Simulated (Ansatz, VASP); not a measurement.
One calculation of Ge, two programs

The input INCAR:

```
SYSTEM = Ge
PREC = Accurate
ENCUT = 520
EDIFF = 1E-7
ISMEAR = 0
SIGMA = 0.1
LREAL = .False.
LASPH = .True.
NELM = 80
ALGO = Normal
ISIF = 2
LWAVE = .False.
LCHARG = .False.
GGA = PE
NBANDS = 28
```

KPOINTS

```
regular mesh
0
Gamma
  6 6 4
  0 0 0
```

Contents of POSCAR:

```
Ge
1.0
    3.8768777200      0.0000000000      0.0000000000
   -1.9384388600      3.3574746000      0.0000000000
    0.0000000000      0.0000000000      4.2452435700
Ge
3
Direct
    0.0000000000      0.5000000000      0.3333333300
    0.5000000000      0.5000000000      0.6666666700
    0.5000000000      0.0000000000      0.0000000000
```

Input for Ansatz:

```yaml
crystal:
  lattice:
    - [3.87687772, 0.0, 0.0]
    - [-1.93843886, 3.3574746, 0.0]
    - [0.0, 0.0, 4.24524357]
  atoms:
    - { symbol: Ge, position: [0.0, 0.5, 0.33333333] }
    - { symbol: Ge, position: [0.5, 0.5, 0.66666667] }
    - { symbol: Ge, position: [0.5, 0.0, 0.0] }
basis:
  ecutwfc: 420
kpoints:
  mp_grid: { grid: [6, 6, 4] }
hamiltonian:
  xc: pbe
scf:
  occupations: { method: gaussian, width: 0.1 }
  lower_state_search: "off"
output:
  forces: true
  stress: true
  eigenvalues: true
```

Alike in both runs: task single point; functional PBE; k mesh 6 × 6 × 4; occupations gaussian, width 0.1 eV; no spin polarisation.

|  | VASP | Ansatz |
| --- | --- | --- |
| version | VASP 6.6.1 | Ansatz 0.2.0 |
| potentials or method | VASP PAW PBE potentials, release 64 (Ge_d), cutoff 520 eV | scalar-relativistic, plane waves, PAW |
| valence electrons in the cell | 42 | 42 |

|  | VASP | Ansatz | Ansatz less VASP |
| --- | --- | --- | --- |
| gap on the k mesh at the Fermi level (eV) | none | none | - |
| pressure (GPa) | 14.7 | 14.7 | +0.06 |
| traceless stress, the component that is largest in VASP (GPa) | -0.95 | -0.95 | +0.001 |

A gap of «none» marks a metal or a gap that the smearing closes.

The k mesh is coarse, so the values compare programs but aren't converged.
